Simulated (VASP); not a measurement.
BP:

```xyz
4
Lattice="2.8612 0.0000 0.0000 -1.4306 2.4779 0.0000 0.0000 0.0000 4.6638" Properties=species:S:1:pos:R:3 pbc="T T T"
B     0.0000    0.0000    0.0000
B     0.0000    0.0000    2.3319
P     0.0000    1.6519    1.1660
P     1.4306    0.8260    3.4979
```

| Property | Result |
| --- | --- |
| Program | VASP 6.6.1 |
| Task | relaxation of cell and atoms |
| Functional | PBE |
| Potentials or basis | VASP PAW PBE potentials, release 64 (B, P) |
| Cutoff | 600 eV |
| k mesh | 12 × 12 × 6 |
| Occupations | fermi-dirac, width 0.02 eV |
| Spin | no spin polarisation |

At the start: pressure 53.5 GPa; volume 8.27 Å³/atom.

Where does the relaxation end?

Over 8 steps the energy falls by 286.8 meV/atom and the volume is 10.32 Å³/atom (+24.8 %); space group P6_3/mmc (No. 194, to 0.05 Å).

Step by step:
```
step  energy change (eV)  largest force (eV/Å)  pressure (GPa)  volume (Å³)
   1              0.0000                0.0000           53.55        33.07
   2             -0.7237                0.0000          -17.30        48.13
   3             -1.1454                0.0000           -0.03        41.33
   4             -1.1451                0.0000           -0.71        41.51
   5             -1.1469                0.0000            0.16        41.25
   6             -1.1470                0.0000            0.30        41.21
   7             -1.1471                0.0000           -0.05        41.29
   8             -1.1471                0.0000            0.04        41.27
```

Final structure:
```cif
data_structure
_symmetry_space_group_name_H-M 'P 1'
_symmetry_Int_Tables_number 1
_cell_length_a 3.0644
_cell_length_b 3.0644
_cell_length_c 5.0751
_cell_angle_alpha 90.000
_cell_angle_beta 90.000
_cell_angle_gamma 120.000
_cell_volume 41.27
loop_
_atom_site_label
_atom_site_type_symbol
_atom_site_fract_x
_atom_site_fract_y
_atom_site_fract_z
_atom_site_occupancy
B1 B 0.00000 0.00000 0.00000 1
B2 B 0.00000 0.00000 0.50000 1
P1 P 0.33333 0.66667 0.25000 1
P2 P 0.66667 0.33333 0.75000 1
```

Caveat: the volume moved by over 15 % at a fixed basis, so the end points are rough.
